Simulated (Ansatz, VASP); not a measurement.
**Ga2SnSe3 in VASP and in Ansatz**

```xyz
12
Lattice="4.4579 0.0078 -0.1010 -0.0128 4.2046 -0.1568 -1.8837 -1.4692 16.1939" Properties=species:S:1:pos:R:3 pbc="T T T"
Ga   -0.6636   -0.6702    8.8250
Ga    0.0681    0.3283    0.7811
Ga    2.0095    0.8048   11.3194
Ga    2.0244    2.6109    3.2444
Sn    0.3498    0.8240   13.6294
Sn    1.2139    1.1159    5.6101
Se   -0.8402    2.8434   11.0125
Se    3.6244    0.4122    2.9505
Se    2.0417   -1.2313   14.5076
Se    3.5680    2.8272    6.2588
Se    1.4730    0.6884    8.7986
Se    1.4540    2.4357    0.7390
```

Change from the starting cell: the structure that the rattled cell fell into.

Alike in both runs: functional PBE; k mesh 4 × 4 × 1; occupations gaussian, width 0.1 eV; no spin polarisation.

Ansatz relaxed the structure, and its values are those at the end. VASP's run is a single point on that final structure, the one shown.

|  | VASP | Ansatz |
| --- | --- | --- |
| version | VASP 6.6.1 | Ansatz 0.2.0 |
| potentials or method | VASP PAW PBE potentials, release 64 (Ga_d, Sn_d, Se), cutoff 520 eV | scalar-relativistic, plane waves, PAW |
| valence electrons in the cell | 116 | 176 |

```tsv
	VASP	Ansatz	Ansatz less VASP
gap on the k mesh at the Fermi level (eV)	0.54	0.54	+0.005
least direct gap on the mesh (eV)	0.77	0.77	+0.006
pressure (GPa)	0.1	0.0	-0.08
rms of the force components (eV/Å)	0.009	0.005	-0.0039
```

VASP's potentials hold 116 valence electrons a cell and Ansatz's 176, so a difference there can come from the potentials and not from the codes.
